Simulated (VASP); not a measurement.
## Sr: single point with r2SCAN

Crystal: Sr.

```xyz
2
Lattice="4.4474 0.0000 0.0000 -2.2237 3.8516 0.0000 0.0000 0.0000 7.2748" Properties=species:S:1:pos:R:3 pbc="T T T"
Sr    0.0000    2.5677    1.8187
Sr    2.2237    1.2839    5.4561
```

This cell differs from its parent crystal: strained.

| Item | Value |
| --- | --- |
| Program | VASP 6.6.1 |
| Task | single point |
| Functional | r2SCAN |
| Potentials or basis | VASP PAW PBE potentials, release 64 (Sr_sv) |
| Cutoff | 520 eV |
| k mesh | 12 × 12 × 6 |
| Occupations | gaussian, width 0.1 eV |
| Spin | no spin polarisation |
| Dipole correction | no |
| Further INCAR settings | ALGO = Normal; EDIFF = 1e-06; NBANDS = 17 |

```
Pressure               : -0.9 GPa
Band gap on the k mesh : zero (bands 10 and 11 overlap by 0.46 eV)
```

Stress tensor (GPa, compression positive):
```
-0.94  0.00  0.00
 0.00 -0.94  0.00
 0.00  0.00 -0.82
```

Levels at points of the mesh, in eV from the Fermi level:
| k point | band 8 | band 9 | band 10 | band 11 | band 12 | band 13 |
| --- | --- | --- | --- | --- | --- | --- |
| (0.00, 0.00, 0.00) | -19.57 | -3.68 | -1.04 | -0.20 | 2.48 | 2.48 |
| (0.50, 0.00, 0.00) | -19.60 | -1.11 | -0.66 | 0.21 | 0.37 | 1.30 |
| (0.00, 0.00, 0.50) | -19.59 | -2.78 | -2.78 | 1.38 | 1.38 | 2.48 |
| (0.50, 0.00, 0.50) | -19.61 | -0.71 | -0.71 | 0.06 | 0.06 | 1.48 |

Wall time 3.5 min on 1 thread of Intel(R) Xeon(R) 6975P-C (Granite Rapids) (shared host), peak memory 0.35 GiB.

Caveat: the cell differs from its parent crystal (strained); the PAW data sets were made with another functional, which shifts forces and pressure a little.
